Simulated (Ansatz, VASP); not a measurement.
# LaBPd3: VASP beside Ansatz

Contents of INCAR:

```
  PREC = Accurate
  ENCUT = 520
  EDIFF = 1E-6
  ISMEAR = -1
  SIGMA = 0.1
  LREAL = False
  LASPH = True
  NELM = 60
  ALGO = Normal
  ISIF = 2
  LWAVE = False
  LCHARG = False
  GGA = CA
  NBANDS = 30
```

The input KPOINTS:

```
regular mesh
0
Gamma
  6 6 6
```

The input POSCAR:

```
LaBPd3
1.0
    4.2290000000      0.0000000000      0.0000000000
    0.0000000000      4.2290000000      0.0000000000
    0.0000000000      0.0000000000      4.2290000000
La B Pd
1 1 3
Direct
    0.0000000000      0.0000000000      0.0000000000
    0.5000000000      0.5000000000      0.5000000000
    0.0000000000      0.5000000000      0.5000000000
    0.5000000000      0.0000000000      0.5000000000
    0.5000000000      0.5000000000      0.0000000000
```

Input for Ansatz:

```yaml
crystal:
  lattice:
    - [4.229, 0.0, 0.0]
    - [0.0, 4.229, 0.0]
    - [0.0, 0.0, 4.229]
  atoms:
    - { symbol: La, position: [0.0, 0.0, 0.0] }
    - { symbol: B, position: [0.5, 0.5, 0.5] }
    - { symbol: Pd, position: [0.0, 0.5, 0.5] }
    - { symbol: Pd, position: [0.5, 0.0, 0.5] }
    - { symbol: Pd, position: [0.5, 0.5, 0.0] }
basis:
  ecutwfc: 510.0
kpoints:
  mp_grid:
    grid: [6, 6, 6]
hamiltonian:
  xc: lda
scf:
  convergence:
    dr2_threshold: 1.0e-09
  occupations:
    method: fermi_dirac
    width: 0.1
output:
  stress: true
```

Alike in both runs: task single point; functional LDA; k mesh 6 × 6 × 6; occupations fermi-dirac, width 0.1 eV; no spin polarisation.

|  | VASP | Ansatz |
| --- | --- | --- |
| version | VASP 6.6.1 | Ansatz 0.2.0 |
| potentials or method | VASP PAW LDA potentials, release 64 (La, B, Pd), cutoff 520 eV | plane waves, PAW |
| valence electrons in the cell | 44 | 68 |

Ansatz gave:

| Item | Value |
| --- | --- |
| pressure (GPa) | 10.2 |

Estimate VASP's values.

pressure (GPa): 10.6.

LDA's correlation is that of Perdew and Zunger in VASP and of Perdew and Wang (1992) in Ansatz. VASP's potentials hold 44 valence electrons a cell and Ansatz's 68, so a difference there can come from the potentials and not from the codes. Ansatz's warnings: stress scf threshold loose.

Neither program's run includes spin-orbit coupling.
